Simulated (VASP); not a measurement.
Input of a VASP 6.6.1 run:

INCAR

```
  PREC = Accurate
  ENCUT = 520
  EDIFF = 1E-6
  ISMEAR = -1
  SIGMA = 0.1
  LREAL = False
  LASPH = True
  NELM = 80
  ALGO = Normal
  ISIF = 2
  LWAVE = False
  LCHARG = False
  GGA = PS
  NBANDS = 25
```

The input KPOINTS:

```
Automatic mesh
0
Gamma
  7 7 10
```

File POSCAR:

```
Ti
1.0
    4.5220188335      0.0000000000      0.0000000000
   -2.2610094167      3.9161833263      0.0000000000
    0.0000000000      0.0000000000      2.7721941544
Ti
3
Direct
    0.0000000000      0.0000000000      0.0000000000
    0.3333333333      0.6666666667      0.5000000000
    0.6666666667      0.3333333333      0.5000000000
```

Potentials or basis: VASP PAW PBE potentials, release 64 (Ti_sv).

Run with:

```console
$ cat potpaw_PBE.64/Ti_sv/POTCAR > POTCAR
$ mpirun -np 1 vasp_std > vasp.out
```

Problem. Estimate the band gap on the k mesh.

Solution. Zero (bands 18 and 19 overlap by 0.24 eV).

Problem. Estimate the pressure.

Solution. 0.6 GPa.

Stress tensor (GPa, compression positive):
```
-0.10  0.00  0.00
 0.00 -0.10  0.00
 0.00  0.00  2.13
```

Caveat: the PAW data sets were made with another functional, which shifts forces and pressure a little.
